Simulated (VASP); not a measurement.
# ReS (F-43m) in VASP: a series of runs

Runs on ReS. Level: PBEsol. Tasks: single point, relaxation of cell and atoms.

All numbers are computed with VASP 6.6.1; they aren't measurements. Logs are shortened: lines on timing, memory, paths and dates and some standing lists are left out, and cuts for length are marked.

### 1 The cell of the first run

The structure is cubic, space group F-43m (No. 216). The conventional cell has a = 5.185 Å, b = 5.185 Å, c = 5.185 Å, α = 90.00°, β = 90.00°, γ = 90.00°. Within 3.0 Å of Re (site symmetry -43m) lie 4 S at 2.25 Å. S (site symmetry -43m) has 4 Re at 2.25 Å within 3.0 Å.

### 2 Single point, PBEsol

INCAR reads:

```
  PREC = Accurate
  ENCUT = 520
  EDIFF = 1E-7
  ISMEAR = 0
  SIGMA = 0.1
  LREAL = False
  LASPH = True
  NELM = 80
  ALGO = Normal
  ISIF = 2
  LWAVE = False
  LCHARG = True
  GGA = PS
  LELF = True
  LVHAR = True
  NBANDS = 14
```

KPOINTS reads:

```
regular mesh
0
Gamma
  8 8 8
```

POSCAR reads:

```
ReS
1.0
    0.0000000000      2.5924649102      2.5924649102
    2.5924649102      0.0000000000      2.5924649102
    2.5924649102      2.5924649102      0.0000000000
Re S
1 1
Direct
    0.0000000000      0.0000000000      0.0000000000
    0.2500000000      0.2500000000      0.2500000000
```

Potentials or basis: VASP PAW PBE potentials, release 64 (Re, S).

The run is started by

```bash
> cat potpaw_PBE.64/Re/POTCAR potpaw_PBE.64/S/POTCAR > POTCAR
> mpirun -np 1 vasp_std > vasp.out
```

OUTCAR:

```text
PREC = Accurate
   ENCUT = 520
   EDIFF = 1E-7
   ISMEAR = 0
   LREAL = False
   LASPH = True
   NELM = 80
   ISIF = 2
   GGA = PS

 ion  position               nearest neighbor table
   1  0.000  0.000  0.000-   2 2.25   2 2.25   2 2.25   2 2.25
   2  0.250  0.250  0.250-   1 2.25   1 2.25   1 2.25   1 2.25

  LATTYP: Found a face centered cubic cell.
 ALAT       =     5.1849298204

  Lattice vectors:

 A1 = (   0.0000000000,   2.5924649102,   2.5924649102)
 A2 = (   2.5924649102,   0.0000000000,   2.5924649102)
 A3 = (   2.5924649102,   2.5924649102,   0.0000000000)

Analysis of symmetry for initial positions (statically):
=====================================================================
 Subroutine PRICEL returns:
 Original cell was already a primitive cell.

 Routine SETGRP: Setting up the symmetry group for a
 face centered cubic supercell.

 Subroutine GETGRP returns: Found 24 space group operations
 (whereof 24 operations were pure point group operations)
 out of a pool of 48 trial point group operations.

The static configuration has the point symmetry T_d .

Analysis of symmetry for dynamics (positions and initial velocities):
=====================================================================
 Subroutine PRICEL returns:
 Original cell was already a primitive cell.

 Routine SETGRP: Setting up the symmetry group for a
 face centered cubic supercell.

 Subroutine GETGRP returns: Found 24 space group operations
 (whereof 24 operations were pure point group operations)
 out of a pool of 48 trial point group operations.

The dynamic configuration has the point symmetry T_d .

 Subroutine INISYM returns: Found 24 space group operations
 (whereof 24 operations are pure point group operations),
 and found     1 'primitive' translations

----------------------------------------------------------------------------------------

                                     Primitive cell

  volume of cell :      34.8473

  direct lattice vectors                    reciprocal lattice vectors
     0.000000000  2.592464910  2.592464910    -0.192866641  0.192866641  0.192866641
     2.592464910  0.000000000  2.592464910     0.192866641 -0.192866641  0.192866641
     2.592464910  2.592464910  0.000000000     0.192866641  0.192866641 -0.192866641

  length of vectors
     3.666299036  3.666299036  3.666299036     0.334054822  0.334054822  0.334054822

  position of ions in fractional coordinates (direct lattice)
     0.000000000  0.000000000  0.000000000
[... 88 lines left out ...]
   PSTRESS=    0.0 pullay stress
   NELECT =      13.0000    total number of electrons
   NUPDOWN=      -1.0000    fix difference up-down
   EMIN   =  10.00;   EMAX   =-10.00  energy-range for DOS
   EFERMI =   0.00;   METHOD = LEGACY
   ISMEAR =     0;   SIGMA  =   0.10  broadening in eV -4-tet -1-fermi 0-gaus
   EFERMI_NEDOS =   21; number of points for ismear=-14 and -15
   IALGO  =     38    algorithm
   IMIX   =      4    mixing-type and parameters
     AMIX     =   0.40;   BMIX     =  1.00
     AMIX_MAG =   1.60;   BMIX_MAG =  1.00
  volume/ion in A,a.u.               =      17.42       117.58
  Fermi-wavevector in a.u.,A,eV,Ry     =   1.178509  2.227060 18.896921  1.388884
  Thomas-Fermi vector in A             =   2.314837
   LORBIT       =      0    0 simple, 1 ext, 2 COOP (PROOUT), +10 PAW based schemes
   GGA     = PS    functional components
   LHFCALC =     F    Hartree Fock is set to
   AEXX    =    0.0000 exact exchange contribution
   IVDW    =     0    specifies the selected vdW correction
   LEPSILON=     F    determine dielectric tensor
   LRPA    =     F    only Hartree local field effects (RPA)
 non-spin polarized calculation
 Gauss-broadening in eV      SIGMA  =   0.10
  energy-cutoff  :      520.00
  volume of cell :       34.85
 maximum number of plane-waves:       960
   NGX = 13   NGY = 13   NGZ = 13

 number of electron      12.9999999 magnetization

 Free energy of the ion-electron system (eV)
  ---------------------------------------------------
  ext. energy  EPLUGINS =         0.00000000
  ---------------------------------------------------
  free energy    TOTEN  =       -17.11108867 eV

  energy without entropy =      -17.09809224  energy(sigma->0) =      -17.10459046

 E-fermi :   6.5263     XC(G=0): -11.4778

 val. band max:        6.5151177380   @ k =   0.5000   0.2500   0.1250
 cond. band min:       6.5550034421   @ k =  -0.2500   0.3750   0.1250
 fundamental gap:      0.0398857041
 Fermi energy:         6.5262865500

 k-point     1 :       0.0000    0.0000    0.0000
  band No.  band energies     occupation
      1      -9.4086      2.00000
      2       0.1530      2.00000
      3       0.1530      2.00000
      4       0.1530      2.00000
      5       5.3352      2.00000
      6       5.3352      2.00000
      7       7.8304      0.00000
      8      11.4796      0.00000
      9      11.4796      0.00000
     10      11.4796      0.00000
     11      14.8742      0.00000
     12      14.8742      0.00000
     13      14.8742      0.00000
     14      20.1065      0.00000
[... 377 lines left out ...]
      1      -8.1177      2.00000
      2      -0.2599      2.00000
      3       0.2816      2.00000
      4       1.1014      2.00000
      5       4.6135      2.00000
      6       5.5136      2.00000
      7       6.2227      1.99998
      8       8.7474      0.00000
      9       9.1539      0.00000
     10      12.1833      0.00000
     11      15.3470      0.00000
     12      15.5573      0.00000
     13      17.3151      0.00000
     14      19.5490      0.00000

 [... further k-points ...]

------------------------ aborting loop because EDIFF is reached ----------------------------------------

  FORCE on cell =-STRESS in cart. coord.  units (eV):
  Direction    XX          YY          ZZ          XY          YZ          ZX
  --------------------------------------------------------------------------------------
  -------------------------------------------------------------------------------------
  Total        0.3635299      0.3635299      0.3635299      0.0000000      0.0000000      0.0000000
  in kB       16.7140631     16.7140631     16.7140631      0.0000000      0.0000000      0.0000000
  external PRESSURE =      16.7140631 kB  Pullay stress =       0.0000000 kB

 VOLUME and BASIS-vectors are now :
 -----------------------------------------------------------------------------
  energy-cutoff  :      520.00
  volume of cell :       34.85
      direct lattice vectors                 reciprocal lattice vectors
     0.000000000  2.592464910  2.592464910    -0.192866641  0.192866641  0.192866641
     2.592464910  0.000000000  2.592464910     0.192866641 -0.192866641  0.192866641
     2.592464910  2.592464910  0.000000000     0.192866641  0.192866641 -0.192866641

 POSITION                                       TOTAL-FORCE (eV/Angst)
 -----------------------------------------------------------------------------------
      0.00000      0.00000      0.00000         0.000000      0.000000      0.000000
      1.29623      1.29623      1.29623        -0.000000     -0.000000     -0.000000
 -----------------------------------------------------------------------------------
    total drift:                                0.000000      0.000000      0.000000

  FREE ENERGIE OF THE ION-ELECTRON SYSTEM (eV)
  ---------------------------------------------------
  free  energy   TOTEN  =       -17.1110886727 eV

  energy  without entropy=      -17.0980922390  energy(sigma->0) =      -17.10459046
```

Wall time 10 s (1 thread of Intel Xeon Platinum 8488C (Sapphire Rapids), shared host); peak memory 0.16 GiB.

Results:

- Free energy: -17.1111 eV
- Pressure: 1.7 GPa

Levels at points of the mesh, in eV from the Fermi level:
```tsv
k point	band 4	band 5	band 6	band 7	band 8	band 9
(0.00, 0.00, 0.00)	-6.37	-1.19	-1.19	1.30	4.95	4.95
(0.50, 0.00, 0.00)	-5.86	-0.64	-0.64	-0.61	2.41	2.41
(0.50, 0.50, 0.00)	-4.80	-2.49	-0.79	0.21	0.61	0.61
```

Caveat: the PAW data sets were made with another functional, which shifts forces and pressure a little; spin-orbit coupling is left out, which moves the levels of the heavy elements.

### 3 Relaxation of cell and atoms, PBEsol

This run uses another cell than the first one, of 15.91 Å³/atom, 0.913 times its volume.

INCAR reads:

```
PREC = Accurate
ENCUT = 600
EDIFF = 1E-7
ISMEAR = 0
SIGMA = 0.1
LREAL = F
LASPH = T
NELM = 60
ALGO = Normal
ISIF = 3
LWAVE = F
LCHARG = F
GGA = PS
IBRION = 2
NSW = 100
EDIFFG = -0.05
```

KPOINTS is that of step 2.

POSCAR reads:

```
ReS
1.0
    0.0000000000      2.5152718246      2.5152718246
    2.5152718246      0.0000000000      2.5152718246
    2.5152718246      2.5152718246      0.0000000000
Re S
1 1
Direct
    0.0000000000      0.0000000000      0.0000000000
    0.2500000000      0.2500000000      0.2500000000
```

Potentials or basis: VASP PAW PBE potentials, release 64 (Re, S).

The run is started by

```bash
> cat potpaw_PBE.64/Re/POTCAR potpaw_PBE.64/S/POTCAR > POTCAR
> mpirun -np 1 vasp_std > vasp.out
```

Wall time 26 s (1 thread of Intel Xeon Platinum 8488C (Sapphire Rapids), shared host); peak memory 0.17 GiB.

Results (log left out):

- Free energy: -17.1126 eV
- Relaxed volume: 17.59 Å³/atom
- Relaxed cell: a = 3.678 Å, b = 3.678 Å, c = 3.678 Å, α = 60.00°, β = 60.00°, γ = 60.00°
- Space group after relaxing (to 0.05 Å): F-43m (No. 216)
- Energy gained by relaxing: 116.6 meV/atom
- Ionic steps: 4
- Pressure after relaxing: -0.2 GPa

The path:
```tsv
step	energy change (eV)	largest force (eV/Å)	pressure (GPa)	volume (Å³)
1	0.0000	0.0000	24.73	31.83
2	0.7475	0.0000	-26.50	44.53
3	-0.2316	0.0000	-1.68	35.45
4	-0.2331	0.0000	-0.24	35.19
```

Final structure:
```
Re S
1.0
     0.00000    2.60082    2.60082
     2.60082    0.00000    2.60082
     2.60082    2.60082    0.00000
Re S
1 1
Direct
  0.00000 0.00000 0.00000
  0.25000 0.25000 0.25000
```

Levels at points of the mesh, in eV from the Fermi level:
```csv
k point,band 3,band 4,band 5,band 6,band 7,band 8,band 9,band 10
"(0.00, 0.00, 0.00)",-6.32,-6.32,-1.17,-1.17,1.27,4.91,4.91,4.91
"(0.50, 0.00, 0.00)",-5.82,-5.82,-0.63,-0.63,-0.60,2.38,2.38,3.87
"(0.50, 0.50, 0.00)",-4.78,-4.78,-2.45,-0.78,0.20,0.61,0.61,7.95
```

Caveat: the PAW data sets were made with another functional, which shifts forces and pressure a little; spin-orbit coupling is left out, which moves the levels of the heavy elements.

### 4 Single point, PBEsol

INCAR reads:

```
SYSTEM = ReS
PREC = Accurate ; ENCUT = 520
EDIFF = 1E-6 ; ISMEAR = 0
SIGMA = 0.1 ; LREAL = .False.
LASPH = .True. ; NELM = 100
ALGO = Normal ; ISIF = 2
LWAVE = .False. ; LCHARG = .False.
GGA = PS ; NBANDS = 14
```

KPOINTS reads:

```
regular mesh
0
Gamma
  14 14 14
  0 0 0
```

POSCAR reads:

```
ReS
1.0
    0.0000000000      2.5920438540      2.5920438540
    2.5920438540      0.0000000000      2.5920438540
    2.5920438540      2.5920438540      0.0000000000
Re S
1 1
Direct
    0.0000000000      0.0000000000      0.0000000000
    0.2500000000      0.2500000000      0.2500000000
```

The run is started by

```bash
> cat potpaw_PBE.64/Re/POTCAR potpaw_PBE.64/S/POTCAR > POTCAR
> mpirun -np 1 vasp_std > vasp.out
```

Wall time 32 s (1 thread of Intel Xeon Platinum 8488C (Sapphire Rapids), shared host); peak memory 0.19 GiB.

The run converged. Its results:

| Property | Result |
| --- | --- |
| Free energy | -17.0934 eV |
| Pressure | 2.0 GPa |

Levels at points of the mesh, in eV from the Fermi level:
```
           k point  band 3  band 4  band 5  band 6  band 7  band 8  band 9  band 10
(0.00, 0.00, 0.00)   -6.37   -6.37   -1.18   -1.18    1.31    4.97    4.97     4.97
(0.50, 0.00, 0.00)   -5.85   -5.85   -0.63   -0.63   -0.60    2.42    2.42     3.90
(0.50, 0.50, 0.00)   -4.79   -4.79   -2.48   -0.78    0.22    0.62    0.62     8.06
```

Caveat: the PAW data sets were made with another functional, which shifts forces and pressure a little; spin-orbit coupling is left out, which moves the levels of the heavy elements.

### 5 Relaxation of cell and atoms, PBEsol

INCAR reads:

```
SYSTEM = ReS
PREC = Accurate
ENCUT = 600
EDIFF = 1E-6
ISMEAR = 0
SIGMA = 0.1
LREAL = .False.
LASPH = .True.
NELM = 100
ALGO = Normal
ISIF = 3
LWAVE = .False.
LCHARG = .False.
GGA = PS
IBRION = 2
NSW = 100
EDIFFG = -0.01
```

KPOINTS is that of step 4.

POSCAR reads:

```
ReS
1.0
    0.0000000000      2.5924649102      2.5924649102
    2.5924649102      0.0000000000      2.5924649102
    2.5924649102      2.5924649102      0.0000000000
Re S
1 1
Direct
    0.0000000000      0.0000000000      0.0000000000
    0.2500000000      0.2500000000      0.2500000000
```

The run is started by

```bash
> cat potpaw_PBE.64/Re/POTCAR potpaw_PBE.64/S/POTCAR > POTCAR
> mpirun -np 1 vasp_std > vasp.out
```

Run time: 77 s. Hardware: 1 thread of Intel Xeon Platinum 8488C (Sapphire Rapids), shared host; peak memory 0.21 GiB.

Results (log left out):

* Free energy: -17.0964 eV
* Relaxed volume: 17.59 Å³/atom
* Relaxed cell: a = 3.678 Å, b = 3.678 Å, c = 3.678 Å, α = 60.00°, β = 60.00°, γ = 60.00°
* Space group after relaxing (to 0.05 Å): F-43m (No. 216)
* Energy gained by relaxing: 1.0 meV/atom
* Ionic steps: 3
* Pressure after relaxing: 0.0 GPa

The path:
| step | energy change (eV) | largest force (eV/Å) | pressure (GPa) | volume (Å³) |
| --- | --- | --- | --- | --- |
| 1 | 0.0000 | 0.0000 | 1.91 | 34.85 |
| 2 | 0.0070 | 0.0000 | -3.85 | 35.91 |
| 3 | -0.0020 | 0.0000 | -0.01 | 35.18 |

Final structure:
```
Re S
1.0
     0.00000    2.60073    2.60073
     2.60073    0.00000    2.60073
     2.60073    2.60073    0.00000
Re S
1 1
Cartesian
  0.0000 0.0000 0.0000
  1.3004 1.3004 1.3004
```

Levels at points of the mesh, in eV from the Fermi level:
```tsv
k point	band 2	band 3	band 4	band 5	band 6	band 7	band 8	band 9	band 10
(0.00, 0.00, 0.00)	-6.31	-6.31	-6.31	-1.16	-1.16	1.28	4.92	4.92	4.92
(0.50, 0.00, 0.00)	-7.00	-5.81	-5.81	-0.62	-0.62	-0.59	2.39	2.39	3.88
(0.50, 0.50, 0.00)	-7.75	-4.77	-4.77	-2.44	-0.77	0.21	0.62	0.62	7.96
```

Caveat: the PAW data sets were made with another functional, which shifts forces and pressure a little; spin-orbit coupling is left out, which moves the levels of the heavy elements.

### 6 Overview

```tsv
task	cell	k mesh	cutoff (eV)	gap on the mesh (eV)	pressure (GPa)	relaxed volume (Å³/atom)
single point	a = 3.666 Å, angles 60.0°, 2 atoms	8 × 8 × 8	520	none	1.7	-
relaxation of cell and atoms	relaxed from a = 3.557 Å, angles 60.0°, 2 atoms	8 × 8 × 8	600	none	-0.2	17.59
single point	a = 3.666 Å, angles 60.0°, 2 atoms	14 × 14 × 14	520	none	2.0	-
relaxation of cell and atoms	relaxed from a = 3.666 Å, angles 60.0°, 2 atoms	14 × 14 × 14	600	none	0.0	17.59
```

Alike in all rows: level PBEsol; potentials or basis VASP PAW PBE potentials, release 64 (Re, S); no spin polarisation; smearing gaussian 0.1 eV.

Caveats: the PAW data sets were made with another functional, which shifts forces and pressure a little; spin-orbit coupling is left out, which moves the levels of the heavy elements.

Absolute energies hang on the potentials; compare differences alone.
